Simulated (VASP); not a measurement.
# Zr3Mn (Pm-3m) in VASP: a series of runs

The runs below take Zr3Mn through single point, with PBE.

All numbers are computed with VASP 6.6.1; they aren't measurements. Logs are shortened: lines on timing, memory, paths and dates and some standing lists are left out, and cuts for length are marked.

**1. The cell of the first run**

Symmetry: Pm-3m, No. 221, cubic system. The conventional cell has a = 4.284 Å, b = 4.284 Å, c = 4.284 Å, α = 90.00°, β = 90.00°, γ = 90.00°. Within 4.0 Å of Zr (site symmetry 4/mmm) lie 8 Zr at 3.03 Å and 4 Mn at 3.03 Å. Within 4.0 Å of Mn (site symmetry m-3m) lie 12 Zr at 3.03 Å.

**2. Single point, PBE, collinear spin, ferromagnetic start**

INCAR reads:

```
ALGO = Fast
EDIFF = 1E-6
ENCUT = 520
GGA = PE
ISIF = 2
ISMEAR = -1
ISPIN = 2
LASPH = True
LCHARG = True
LELF = True
LMAXMIX = 4
LORBIT = 11
LREAL = False
LVHAR = True
LWAVE = False
MAGMOM = 0 0 0 4
NBANDS = 36
NELM = 150
PREC = Accurate
SIGMA = 0.05
```

KPOINTS reads:

```
k-points
0
Gamma
  6 6 6
```

POSCAR reads:

```
Zr3Mn
1.0
    4.2839455624      0.0000000000      0.0000000000
    0.0000000000      4.2839455624      0.0000000000
    0.0000000000      0.0000000000      4.2839455624
Zr Mn
3 1
Direct
    0.5000000000      0.5000000000      0.0000000000
    0.5000000000      0.0000000000      0.5000000000
    0.0000000000      0.5000000000      0.5000000000
    0.0000000000      0.0000000000      0.0000000000
```

Potentials or basis: VASP PAW PBE potentials, release 64 (Zr_sv, Mn_pv).

Launch:

```sh
$ cat potpaw_PBE.64/Zr_sv/POTCAR potpaw_PBE.64/Mn_pv/POTCAR > POTCAR
$ mpirun -np 1 vasp_std > vasp.out
```

OUTCAR:

```text
EDIFF = 1E-6
   ENCUT = 520
   GGA = PE
   ISIF = 2
   ISMEAR = -1
   ISPIN = 2
   LASPH = True
   LORBIT = 11
   LREAL = False
   NELM = 150
   PREC = Accurate

 ion  position               nearest neighbor table
   1  0.500  0.500  0.000-   2 3.03   3 3.03   4 3.03   2 3.03   3 3.03   2 3.03   4 3.03   2 3.03
                             3 3.03   4 3.03   3 3.03   4 3.03
   2  0.500  0.000  0.500-   1 3.03   3 3.03   4 3.03   1 3.03   4 3.03   1 3.03   3 3.03   1 3.03
                             3 3.03   4 3.03   4 3.03   3 3.03
   3  0.000  0.500  0.500-   1 3.03   2 3.03   4 3.03   1 3.03   4 3.03   2 3.03   4 3.03   4 3.03
                             1 3.03   2 3.03   1 3.03   2 3.03
   4  0.000  0.000  0.000-   1 3.03   2 3.03   3 3.03   2 3.03   3 3.03   1 3.03   3 3.03   3 3.03
                             1 3.03   2 3.03   2 3.03   1 3.03

  LATTYP: Found a simple cubic cell.
 ALAT       =     4.2839455624

  Lattice vectors:

 A1 = (   4.2839455624,   0.0000000000,   0.0000000000)
 A2 = (   0.0000000000,   4.2839455624,   0.0000000000)
 A3 = (   0.0000000000,   0.0000000000,   4.2839455624)

Analysis of symmetry for initial positions (statically):
=====================================================================
 Subroutine PRICEL returns:
 Original cell was already a primitive cell.

 Routine SETGRP: Setting up the symmetry group for a
 simple cubic supercell.

 Subroutine GETGRP returns: Found 48 space group operations
 (whereof 48 operations were pure point group operations)
 out of a pool of 48 trial point group operations.

The static configuration has the point symmetry O_h .

Analysis of symmetry for dynamics (positions and initial velocities):
=====================================================================
 Subroutine PRICEL returns:
 Original cell was already a primitive cell.

 Routine SETGRP: Setting up the symmetry group for a
 simple cubic supercell.

 Subroutine GETGRP returns: Found 48 space group operations
 (whereof 48 operations were pure point group operations)
 out of a pool of 48 trial point group operations.

The dynamic configuration has the point symmetry O_h .

Analysis of structural, dynamic, and magnetic symmetry:
=====================================================================
 Subroutine PRICEL returns:
 Original cell was already a primitive cell.

 Routine SETGRP: Setting up the symmetry group for a
 simple cubic supercell.

 Subroutine GETGRP returns: Found 48 space group operations
 (whereof 48 operations were pure point group operations)
 out of a pool of 48 trial point group operations.

The overall configuration has the point symmetry O_h .

 Subroutine INISYM returns: Found 48 space group operations
 (whereof 48 operations are pure point group operations),
 and found     1 'primitive' translations

----------------------------------------------------------------------------------------

                                     Primitive cell

  volume of cell :      78.6198

  direct lattice vectors                    reciprocal lattice vectors
     4.283945562  0.000000000  0.000000000     0.233429670  0.000000000  0.000000000
     0.000000000  4.283945562  0.000000000     0.000000000  0.233429670  0.000000000
     0.000000000  0.000000000  4.283945562     0.000000000  0.000000000  0.233429670

  length of vectors
     4.283945562  4.283945562  4.283945562     0.233429670  0.233429670  0.233429670

  position of ions in fractional coordinates (direct lattice)
     0.500000000  0.500000000  0.000000000
     0.500000000  0.000000000  0.500000000
     0.000000000  0.500000000  0.500000000
     0.000000000  0.000000000  0.000000000

  ion indices of the primitive-cell ions
   primitive index   ion index
                 1           1
                 2           2
                 3           3
                 4           4

----------------------------------------------------------------------------------------

 KPOINTS: k-points

Automatic generation of k-mesh.
 Grid dimensions read from file:
 generate k-points for:    6    6    6

 Generating k-lattice:

  Cartesian coordinates                     Fractional coordinates (reciprocal lattice)
     0.038904945  0.000000000  0.000000000     0.166666667  0.000000000  0.000000000
     0.000000000  0.038904945  0.000000000     0.000000000  0.166666667  0.000000000
     0.000000000  0.000000000  0.038904945     0.000000000  0.000000000  0.166666667

  Length of vectors
     0.038904945  0.038904945  0.038904945

  Shift w.r.t. Gamma in fractional coordinates (k-lattice)
     0.000000000  0.000000000  0.000000000

 Subroutine IBZKPT returns following result:
 ===========================================

 Found     20 irreducible k-points:

 Following reciprocal coordinates:
            Coordinates               Weight
  0.000000  0.000000  0.000000      1.000000
  0.166667  0.000000  0.000000      6.000000
  0.333333  0.000000  0.000000      6.000000
  0.500000  0.000000  0.000000      3.000000
  0.166667  0.166667  0.000000     12.000000
  0.333333  0.166667  0.000000     24.000000
[... 12 lines left out ...]
  0.500000  0.500000  0.333333      6.000000
  0.500000  0.500000  0.500000      1.000000
   k-points           NKPTS =     20   k-points in BZ     NKDIM =     20   number of bands    NBANDS=     36
   number of dos      NEDOS =    301   number of ions     NIONS =      4
   total plane-waves  NPLWV =  32768
   dimension x,y,z NGX =    32 NGY =   32 NGZ =   32
   dimension x,y,z NGXF=    64 NGYF=   64 NGZF=   64
   ions per type =               3   1
   NGX,Y,Z   is equivalent  to a cutoff of  12.42, 12.42, 12.42 a.u.
   NGXF,Y,Z  is equivalent  to a cutoff of  24.84, 24.84, 24.84 a.u.
 SYSTEM =  unknown system
   PREC   = accura    normal or accurate (medium, high low for compatibility)
   ISTART =      0    job   : 0-new  1-cont  2-samecut
   ICHARG =      2    charge: 1-file 2-atom 10-const
   ISPIN  =      2    spin polarized calculation?
   LNONCOLLINEAR =      F non collinear calculations
   LSORBIT =      F    spin-orbit coupling
   LASPH  =      T    aspherical Exc in radial PAW
   ENCUT  =  520.0 eV  38.22 Ry    6.18 a.u.   7.97  7.97  7.97*2*pi/ulx,y,z
   NELM   =    150;   NELMIN=  2; NELMDL= -5     # of ELM steps
   EDIFF  = 0.1E-05   stopping-criterion for ELM
   LREAL  =      F    real-space projection
   EDIFFG = 0.1E-04   stopping-criterion for IOM
   NSW    =      0    number of steps for IOM
   IBRION =     -1    ionic relax: 0-MD 1-quasi-New 2-CG
   NFREE  =      0    steps in history (QN), initial steepest desc. (CG)
   ISIF   =      2    stress and relaxation
   ISYM   =      2    0-nonsym 1-usesym 2-fastsym
   POTIM  = 0.5000    time-step for ionic-motion
   TEBEG  =    0.0;   TEEND  =   0.0 temperature during run
   PSTRESS=    0.0 pullay stress
   NELECT =      49.0000    total number of electrons
   NUPDOWN=      -1.0000    fix difference up-down
   EMIN   =  10.00;   EMAX   =-10.00  energy-range for DOS
   EFERMI =   0.00;   METHOD = LEGACY
   ISMEAR =    -1;   SIGMA  =   0.05  broadening in eV -4-tet -1-fermi 0-gaus
   EFERMI_NEDOS =   21; number of points for ismear=-14 and -15
   IALGO  =     68    algorithm
   IMIX   =      4    mixing-type and parameters
     AMIX     =   0.40;   BMIX     =  1.00
     AMIX_MAG =   1.60;   BMIX_MAG =  1.00
  volume/ion in A,a.u.               =      19.65       132.64
  Fermi-wavevector in a.u.,A,eV,Ry     =   1.398394  2.642582 26.606275  1.955506
  Thomas-Fermi vector in A             =   2.521556
   LORBIT       =     11    0 simple, 1 ext, 2 COOP (PROOUT), +10 PAW based schemes
   GGA     = PE    functional components
   LHFCALC =     F    Hartree Fock is set to
   AEXX    =    0.0000 exact exchange contribution
   IVDW    =     0    specifies the selected vdW correction
   LEPSILON=     F    determine dielectric tensor
   LRPA    =     F    only Hartree local field effects (RPA)
 spin polarized calculation
 RMM-DIIS sequential band-by-band and
  energy-cutoff  :      520.00
  volume of cell :       78.62
 maximum number of plane-waves:      2176
 NGX is ok and might be reduce to    32
   NGX = 15   NGY = 15   NGZ = 15

 number of electron      49.0000034 magnetization       3.0753325

 Free energy of the ion-electron system (eV)
  ---------------------------------------------------
  ext. energy  EPLUGINS =         0.00000000
  ---------------------------------------------------
  free energy    TOTEN  =       -33.92665634 eV

  energy without entropy =      -33.88471310  energy(sigma->0) =      -33.90568472

 E-fermi :   9.3489     XC(G=0): -11.6046

 val. band max:        9.3359099565   @ k =   0.5000   0.3333   0.0000
 cond. band min:       9.3512357527   @ k =   0.3333   0.3333   0.0000
 fundamental gap:      0.0153257961
 Fermi energy:         9.3488680952

 spin component 1

 k-point     1 :       0.0000    0.0000    0.0000
  band No.  band energies     occupation
      1     -40.1538      1.00000
      2     -40.1538      1.00000
      3     -40.1538      1.00000
      4     -39.1021      1.00000
      5     -38.8298      1.00000
      6     -38.8298      1.00000
[... 769 lines left out ...]
     35      13.5566      0.00000
     36      13.5566      0.00000
 Fermi energy:         9.3488680952

 spin component 2

 k-point     1 :       0.0000    0.0000    0.0000
  band No.  band energies     occupation
      1     -39.1515      1.00000
      2     -38.8779      1.00000
      3     -38.8779      1.00000
      4     -36.7649      1.00000
      5     -36.7649      1.00000
      6     -36.7649      1.00000
[... 769 lines left out ...]
     35      13.9402      0.00000
     36      13.9402      0.00000

------------------------ aborting loop because EDIFF is reached ----------------------------------------

  FORCE on cell =-STRESS in cart. coord.  units (eV):
  Direction    XX          YY          ZZ          XY          YZ          ZX
  --------------------------------------------------------------------------------------
  -------------------------------------------------------------------------------------
  Total        2.8700288      2.8700288      2.8700288     -0.0000000     -0.0000000      0.0000000
  in kB       58.4877630     58.4877630     58.4877630     -0.0000000     -0.0000000      0.0000000
  external PRESSURE =      58.4877630 kB  Pullay stress =       0.0000000 kB

 VOLUME and BASIS-vectors are now :
 -----------------------------------------------------------------------------
  energy-cutoff  :      520.00
  volume of cell :       78.62
      direct lattice vectors                 reciprocal lattice vectors
     4.283945562  0.000000000  0.000000000     0.233429670  0.000000000  0.000000000
     0.000000000  4.283945562  0.000000000     0.000000000  0.233429670  0.000000000
     0.000000000  0.000000000  4.283945562     0.000000000  0.000000000  0.233429670

 POSITION                                       TOTAL-FORCE (eV/Angst)
 -----------------------------------------------------------------------------------
      2.14197      2.14197      0.00000         0.000000      0.000000      0.000000
      2.14197      0.00000      2.14197         0.000000      0.000000      0.000000
      0.00000      2.14197      2.14197         0.000000      0.000000      0.000000
      0.00000      0.00000      0.00000         0.000000      0.000000      0.000000
 -----------------------------------------------------------------------------------
    total drift:                               -0.000000     -0.000000     -0.000000

  FREE ENERGIE OF THE ION-ELECTRON SYSTEM (eV)
  ---------------------------------------------------
  free  energy   TOTEN  =       -33.9266563447 eV

  energy  without entropy=      -33.8847131007  energy(sigma->0) =      -33.90568472

 total charge

# of ion       s       p       d       tot
------------------------------------------
    1        2.241   5.958   1.755   9.954
    2        2.241   5.958   1.755   9.954
    3        2.241   5.958   1.755   9.954
    4        0.362   6.252   4.928  11.543
--------------------------------------------------
tot          7.084  24.127  10.194  41.405

 magnetization (x)

# of ion       s       p       d       tot
------------------------------------------
    1       -0.005  -0.001  -0.080  -0.086
    2       -0.005  -0.001  -0.080  -0.086
    3       -0.005  -0.001  -0.080  -0.086
    4        0.039   0.054   3.163   3.256
--------------------------------------------------
tot          0.025   0.050   2.922   2.997
```

Wall time 5 min (1 thread of Intel Xeon Platinum 8488C (Sapphire Rapids), shared host); peak memory 0.26 GiB.

What came out:

- Free energy: -33.9267 eV
- Pressure: 5.8 GPa
- Net moment: 3.08 μB per cell
- Site moments: Zr -0.09; Mn +3.26 μB
- Valence electrons inside the program's atomic spheres: Zr 9.95; Mn 11.54

Levels at points of the mesh, in eV from the Fermi level:
Spin up:
```csv
k point,band 22,band 23,band 24,band 25,band 26,band 27,band 28,band 29,band 30,band 31
"(0.00, 0.00, 0.00)",-3.06,-0.58,-0.58,-0.58,0.30,0.30,2.91,2.91,2.91,3.51
"(0.50, 0.00, 0.00)",-2.18,-1.84,-1.11,-0.79,-0.79,1.27,1.27,1.34,1.60,2.08
"(0.50, 0.50, 0.00)",-2.13,-1.90,-1.18,-0.81,-0.25,-0.25,-0.25,1.50,1.50,2.40
"(0.50, 0.50, 0.50)",-0.93,-0.93,-0.93,0.83,0.83,0.83,1.03,1.03,1.03,2.00
```
Spin down:
```csv
k point,band 19,band 20,band 21,band 22,band 23,band 24,band 25,band 26,band 27,band 28
"(0.00, 0.00, 0.00)",-2.78,-2.20,-2.20,-2.20,0.83,0.83,0.83,2.36,2.36,3.23
"(0.50, 0.00, 0.00)",-1.32,-1.19,-0.70,-0.70,-0.59,-0.08,-0.08,0.92,1.46,1.90
"(0.50, 0.50, 0.00)",-1.23,-1.02,-0.38,-0.38,-0.32,-0.17,-0.13,-0.13,0.11,1.16
"(0.50, 0.50, 0.50)",-2.75,0.65,0.65,0.65,0.69,0.69,0.84,0.84,0.84,0.99
```

Caveat: the cell stands under pressure.

(Continued in part 2 of 2.)
